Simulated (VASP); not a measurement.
# CaSe (I4/mmm) in VASP: notebook

The runs below take CaSe through single point, with HSE06.

All numbers are computed with VASP 6.6.1; they aren't measurements. Logs are shortened: lines on timing, memory, paths and dates and some standing lists are left out, and cuts for length are marked.

### Step 1. The cell of the first run

The structure is tetragonal, space group I4/mmm (No. 139). The conventional cell has a = 4.147 Å, b = 4.147 Å, c = 5.959 Å, α = 90.00°, β = 90.00°, γ = 90.00°. Within 3.9 Å of Ca (site symmetry 4/mmm) lie 6 Se at 2.93 to 2.98 Å. Within 3.9 Å of Se (site symmetry 4/mmm) lie 6 Ca at 2.93 to 2.98 Å.

### Step 2. Single point, HSE06 (epitaxial xy strain -1.2%)

File POSCAR:

```
CaSe
1.0
    0.0000000000      2.9325182114      2.9794179578
    2.9325182114      0.0000000000      2.9794179578
    2.9325182114      2.9325182114      0.0000000000
Ca Se
1 1
Direct
    0.0000000000      0.0000000000      0.0000000000
    0.5000000000      0.5000000000      0.5000000000
```

File INCAR.step1:

```
  PREC = Accurate
  ENCUT = 520
  EDIFF = 1E-5
  ISMEAR = 0
  SIGMA = 0.01
  LREAL = F
  LASPH = T
  NELM = 80
  ALGO = Normal
  ISIF = 2
  LWAVE = T
  LCHARG = F
  NBANDS = 15
  GGA = PE
  KPAR = 2
```

File INCAR.step2:

```
  PREC = Accurate
  ENCUT = 520
  EDIFF = 1E-6
  ISMEAR = 0
  SIGMA = 0.01
  LREAL = F
  LASPH = T
  NELM = 80
  ALGO = Normal
  ISIF = 2
  LWAVE = F
  LCHARG = F
  GGA = PE
  LHFCALC = T
  HFSCREEN = 0.2079
  PRECFOCK = Normal
  NBANDS = 15
  ISTART = 1
  KPAR = 2
```

File KPOINTS:

```
regular mesh
0
Gamma
  6 6 6
```

Potentials or basis: VASP PAW PBE potentials, release 64 (Ca_sv, Se).

The run is started by

```
> cat potpaw_PBE.64/Ca_sv/POTCAR potpaw_PBE.64/Se/POTCAR > POTCAR
> cp INCAR.step1 INCAR
> mpirun -np 2 vasp_std > vasp.out
> cp INCAR.step2 INCAR
> mpirun -np 2 vasp_std > vasp.out
```

OUTCAR:

```text
PREC = Accurate
   ENCUT = 520
   EDIFF = 1E-6
   ISMEAR = 0
   LREAL = F
   LASPH = T
   NELM = 80
   ISIF = 2
   GGA = PE
   LHFCALC = T
   HFSCREEN = 0.2079
   PRECFOCK = Normal
   ISTART = 1

 ion  position               nearest neighbor table
   1  0.000  0.000  0.000-   2 2.93   2 2.93   2 2.93   2 2.93   2 2.98   2 2.98
   2  0.500  0.500  0.500-   1 2.93   1 2.93   1 2.93   1 2.93   1 2.98   1 2.98

  LATTYP: Found a body centered tetragonal cell.
 ALAT       =     4.1472070265
 C/A-ratio  =     1.4368310715

  Lattice vectors:

 A1 = (  -2.9325182114,   0.0000000000,   2.9794179578)
 A2 = (   2.9325182114,   0.0000000000,   2.9794179578)
 A3 = (   0.0000000000,   2.9325182114,  -2.9794179578)

Analysis of symmetry for initial positions (statically):
=====================================================================
 Subroutine PRICEL returns:
 Original cell was already a primitive cell.

 Routine SETGRP: Setting up the symmetry group for a
 body centered tetragonal supercell.

 Subroutine GETGRP returns: Found 16 space group operations
 (whereof 16 operations were pure point group operations)
 out of a pool of 16 trial point group operations.

The static configuration has the point symmetry D_4h.

Analysis of symmetry for dynamics (positions and initial velocities):
=====================================================================
 Subroutine PRICEL returns:
 Original cell was already a primitive cell.

 Routine SETGRP: Setting up the symmetry group for a
 body centered tetragonal supercell.

 Subroutine GETGRP returns: Found 16 space group operations
 (whereof 16 operations were pure point group operations)
 out of a pool of 16 trial point group operations.

The dynamic configuration has the point symmetry D_4h.

 Subroutine INISYM returns: Found 16 space group operations
 (whereof 16 operations are pure point group operations),
 and found     1 'primitive' translations

----------------------------------------------------------------------------------------

                                     Primitive cell

  volume of cell :      51.2440

  direct lattice vectors                    reciprocal lattice vectors
     0.000000000  2.932518211  2.979417958    -0.170501925  0.170501925  0.167818012
     2.932518211  0.000000000  2.979417958     0.170501925 -0.170501925  0.167818012
     2.932518211  2.932518211  0.000000000     0.170501925  0.170501925 -0.167818012

  length of vectors
     4.180501696  4.180501696  4.147207026     0.293776613  0.293776613  0.293776613

  position of ions in fractional coordinates (direct lattice)
     0.000000000  0.000000000  0.000000000
     0.500000000  0.500000000  0.500000000

  ion indices of the primitive-cell ions
   primitive index   ion index
                 1           1
                 2           2

----------------------------------------------------------------------------------------

 KPOINTS: regular mesh

Automatic generation of k-mesh.
 Grid dimensions read from file:
 generate k-points for:    6    6    6

 Generating k-lattice:

  Cartesian coordinates                     Fractional coordinates (reciprocal lattice)
    -0.028416987  0.028416987  0.027969669     0.166666667  0.000000000  0.000000000
     0.028416987 -0.028416987  0.027969669     0.000000000  0.166666667  0.000000000
     0.028416987  0.028416987 -0.027969669     0.000000000  0.000000000  0.166666667

  Length of vectors
     0.048962769  0.048962769  0.048962769

  Shift w.r.t. Gamma in fractional coordinates (k-lattice)
     0.000000000  0.000000000  0.000000000

 Subroutine IBZKPT returns following result:
 ===========================================

 Found     30 irreducible k-points:

 Following reciprocal coordinates:
            Coordinates               Weight
  0.000000  0.000000  0.000000      1.000000
  0.166667  0.000000  0.000000      8.000000
  0.333333  0.000000  0.000000      8.000000
  0.500000  0.000000  0.000000      4.000000
  0.166667  0.166667  0.000000      2.000000
  0.333333  0.166667  0.000000      8.000000
[... 16 lines left out ...]
  0.333333  0.000000  0.333333      4.000000
  0.500000  0.000000  0.333333     16.000000
 [... further k-points ...]
   k-points           NKPTS =     30   k-points in BZ     NKDIM =    216   number of bands    NBANDS=     15
   number of dos      NEDOS =    301   number of ions     NIONS =      2
   total plane-waves  NPLWV =  32768
   dimension x,y,z NGX =    32 NGY =   32 NGZ =   32
   dimension x,y,z NGXF=    64 NGYF=   64 NGZF=   64
   ions per type =               1   1
   NGX,Y,Z   is equivalent  to a cutoff of  12.73, 12.73, 12.83 a.u.
   NGXF,Y,Z  is equivalent  to a cutoff of  25.45, 25.45, 25.66 a.u.
 SYSTEM =  unknown system
   PREC   = accura    normal or accurate (medium, high low for compatibility)
   ISTART =      1    job   : 0-new  1-cont  2-samecut
   ICHARG =      0    charge: 1-file 2-atom 10-const
   ISPIN  =      1    spin polarized calculation?
   LNONCOLLINEAR =      F non collinear calculations
   LSORBIT =      F    spin-orbit coupling
   LASPH  =      T    aspherical Exc in radial PAW
   ENCUT  =  520.0 eV  38.22 Ry    6.18 a.u.   7.77  7.77  7.71*2*pi/ulx,y,z
   NELM   =     80;   NELMIN=  2; NELMDL=  0     # of ELM steps
   EDIFF  = 0.1E-05   stopping-criterion for ELM
   LREAL  =      F    real-space projection
   EDIFFG = 0.1E-04   stopping-criterion for IOM
   NSW    =      0    number of steps for IOM
   IBRION =     -1    ionic relax: 0-MD 1-quasi-New 2-CG
   NFREE  =      0    steps in history (QN), initial steepest desc. (CG)
   ISIF   =      2    stress and relaxation
   ISYM   =      3    0-nonsym 1-usesym 2-fastsym
   POTIM  = 0.5000    time-step for ionic-motion
   TEBEG  =    0.0;   TEEND  =   0.0 temperature during run
   PSTRESS=    0.0 pullay stress
   NELECT =      16.0000    total number of electrons
   NUPDOWN=      -1.0000    fix difference up-down
   EMIN   =  10.00;   EMAX   =-10.00  energy-range for DOS
   EFERMI =   0.00;   METHOD = LEGACY
   ISMEAR =     0;   SIGMA  =   0.01  broadening in eV -4-tet -1-fermi 0-gaus
   EFERMI_NEDOS =   21; number of points for ismear=-14 and -15
   IALGO  =     38    algorithm
   IMIX   =      1    mixing-type and parameters
     AMIX     =   0.40;   BMIX     =  1.00
     AMIX_MAG =   1.60;   BMIX_MAG =  1.00
  volume/ion in A,a.u.               =      25.62       172.91
  Fermi-wavevector in a.u.,A,eV,Ry     =   1.110624  2.098776 16.782603  1.233487
  Thomas-Fermi vector in A             =   2.247178
   LORBIT       =      0    0 simple, 1 ext, 2 COOP (PROOUT), +10 PAW based schemes
   GGA     = PE    functional components
   LHFCALC =     T    Hartree Fock is set to
   PRECFOCK=normal    Normal, Fast or Accurate (Low or Medium for compatibility)
   ENCUT4O =  -1.0   cutoff for four orbital integrals eV
   NKREDX  =     1    reduce k-point grid by
   NKREDY  =     1    reduce k-point grid by
   NKREDZ  =     1    reduce k-point grid by
   AEXX    =    0.2500 exact exchange contribution
   HFSCREEN=    0.2079 screening length (either q_TF or 0.3 A-1)
   HFSCREENC=   0.2079 screening length for correlation (either q_TF or 0.3 A-1)
   ENCUTFOCK=  -1.0 apply spherical cutoff to Coloumb kernel
   IVDW    =     0    specifies the selected vdW correction
   LEPSILON=     F    determine dielectric tensor
   LRPA    =     F    only Hartree local field effects (RPA)
 non-spin polarized calculation
 Gauss-broadening in eV      SIGMA  =   0.01
  energy-cutoff  :      520.00
  volume of cell :       51.24
 maximum number of plane-waves:      1388
  NGX = 24; NGY = 24; NGZ = 24

 number of electron      15.9999999 magnetization

 Free energy of the ion-electron system (eV)
  ---------------------------------------------------
  ext. energy  EPLUGINS =         0.00000000
  ---------------------------------------------------
  free energy    TOTEN  =       -10.68031204 eV

  energy without entropy =      -10.68031204  energy(sigma->0) =      -10.68031204

 E-fermi :   2.0193     XC(G=0):  -7.6598

 val. band max:        1.9393955286   @ k =   0.0000   0.0000   0.0000
 cond. band min:       4.8928417113   @ k =   0.5000   0.0000   0.5000
 fundamental gap:      2.9534461828
 Fermi energy:         2.0193032967

 k-point     1 :       0.0000    0.0000    0.0000
  band No.  band energies     occupation
      1     -40.8437      2.00000
      2     -20.3656      2.00000
      3     -20.3643      2.00000
      4     -20.3643      2.00000
      5     -11.0052      2.00000
      6       1.9380      2.00000
      7       1.9394      2.00000
      8       1.9394      2.00000
      9       6.2776      0.00000
     10       6.7872      0.00000
     11       6.9066      0.00000
     12       6.9066      0.00000
     13       7.5059      0.00000
     14       7.5516      0.00000
     15      12.6806      0.00000

 k-point     2 :       0.1667    0.0000    0.0000
  band No.  band energies     occupation
      1     -40.8418      2.00000
      2     -20.3991      2.00000
      3     -20.3673      2.00000
      4     -20.3655      2.00000
      5     -10.8174      2.00000
      6       0.6860      2.00000
      7       1.5372      2.00000
      8       1.5410      2.00000
      9       6.6731      0.00000
     10       7.2461      0.00000
     11       7.3077      0.00000
     12       7.8641      0.00000
     13       8.2629      0.00000
     14       8.3015      0.00000
     15      13.1279      0.00000

 k-point     3 :       0.3333    0.0000    0.0000
  band No.  band energies     occupation
      1     -40.8379      2.00000
      2     -20.4664      2.00000
      3     -20.3713      2.00000
      4     -20.3678      2.00000
      5     -10.4083      2.00000
      6      -0.9939      2.00000
      7       0.9165      2.00000
      8       0.9216      2.00000
      9       6.9150      0.00000
     10       8.2374      0.00000
     11       8.2638      0.00000
     12       9.3999      0.00000
     13       9.8456      0.00000
     14       9.9256      0.00000
     15      12.6753      0.00000

 k-point     4 :       0.5000    0.0000    0.0000
  band No.  band energies     occupation
      1     -40.8360      2.00000
      2     -20.4992      2.00000
      3     -20.3734      2.00000
      4     -20.3690      2.00000
      5     -10.1818      2.00000
      6      -1.6847      2.00000
      7       0.6606      2.00000
      8       0.6655      2.00000
      9       7.3435      0.00000
     10       8.9610      0.00000
     11       9.0576      0.00000
     12       9.0956      0.00000
     13      10.9906      0.00000
     14      11.1874      0.00000
     15      11.3415      0.00000
[... 307 lines left out ...]
 k-point    22 :      -0.3333    0.5000    0.1667
  band No.  band energies     occupation
      1     -40.8335      2.00000
      2     -20.4459      2.00000
      3     -20.4157      2.00000
      4     -20.4075      2.00000
      5     -10.2448      2.00000
      6      -0.6342      2.00000
      7       0.2265      2.00000
      8       0.2840      2.00000
      9       6.3589      0.00000
     10       8.3866      0.00000
     11       8.8274      0.00000
     12       9.3131      0.00000
     13       9.7217      0.00000
     14      10.3819      0.00000
     15      12.7489      0.00000

 k-point    23 :       0.3333    0.0000    0.3333
  band No.  band energies     occupation
      1     -40.8357      2.00000
      2     -20.4432      2.00000
      3     -20.3954      2.00000
      4     -20.3932      2.00000
      5     -10.4140      2.00000
      6      -0.7754      2.00000
      7       1.0164      2.00000
      8       1.0558      2.00000
      9       5.2688      0.00000
     10       7.9756      0.00000
     11       8.2276      0.00000
     12       9.4511      0.00000
     13       9.4600      0.00000
     14      10.5422      0.00000
     15      12.8444      0.00000

 k-point    24 :       0.5000    0.0000    0.3333
  band No.  band energies     occupation
      1     -40.8338      2.00000
      2     -20.4559      2.00000
      3     -20.4111      2.00000
      4     -20.3963      2.00000
      5     -10.2813      2.00000
      6      -0.8209      2.00000
      7       0.3256      2.00000
      8       0.8143      2.00000
      9       5.6890      0.00000
     10       8.7685      0.00000
     11       8.9209      0.00000
     12       9.3750      0.00000
     13       9.5514      0.00000
     14       9.7385      0.00000
     15      12.5616      0.00000

 [... further k-points ...]

------------------------ aborting loop because EDIFF is reached ----------------------------------------

  FORCE on cell =-STRESS in cart. coord.  units (eV):
  Direction    XX          YY          ZZ          XY          YZ          ZX
  --------------------------------------------------------------------------------------
  -------------------------------------------------------------------------------------
  Total        0.6015249      0.6015249      0.0874595      0.0000000      0.0000000      0.0000000
  in kB       18.8070766     18.8070766      2.7344796      0.0000000      0.0000000      0.0000000
  external PRESSURE =      13.4495443 kB  Pullay stress =       0.0000000 kB

 VOLUME and BASIS-vectors are now :
 -----------------------------------------------------------------------------
  energy-cutoff  :      520.00
  volume of cell :       51.24
      direct lattice vectors                 reciprocal lattice vectors
     0.000000000  2.932518211  2.979417958    -0.170501925  0.170501925  0.167818012
     2.932518211  0.000000000  2.979417958     0.170501925 -0.170501925  0.167818012
     2.932518211  2.932518211  0.000000000     0.170501925  0.170501925 -0.167818012

 POSITION                                       TOTAL-FORCE (eV/Angst)
 -----------------------------------------------------------------------------------
      0.00000      0.00000      0.00000        -0.000000      0.000000      0.000000
      2.93252      2.93252      2.97942         0.000000     -0.000000     -0.000000
 -----------------------------------------------------------------------------------
    total drift:                                0.000000      0.000000      0.000000

  FREE ENERGIE OF THE ION-ELECTRON SYSTEM (eV)
  ---------------------------------------------------
  free  energy   TOTEN  =       -10.6803120408 eV

  energy  without entropy=      -10.6803120408  energy(sigma->0) =      -10.68031204
```

Run time: 19 min. Hardware: 2 MPI ranks of Intel Xeon 6975P-C (Granite Rapids), shared host; peak memory 0.3 GiB.

What came out:

```
Free energy            : -10.6803 eV
Pressure               : 1.3 GPa
Band gap on the k mesh : 2.95 eV (least direct gap 3.97 eV)
```

Stress tensor (GPa, compression positive):
```
1.88 0.00 0.00
0.00 1.88 0.00
0.00 0.00 0.27
```

Caveat: the cell differs from its parent crystal (epitaxial xy strain -1.2%); the PAW data sets were made with another functional, which shifts forces and pressure a little. A k mesh can miss the band edges.

(Part 1 of 2 ends here.)
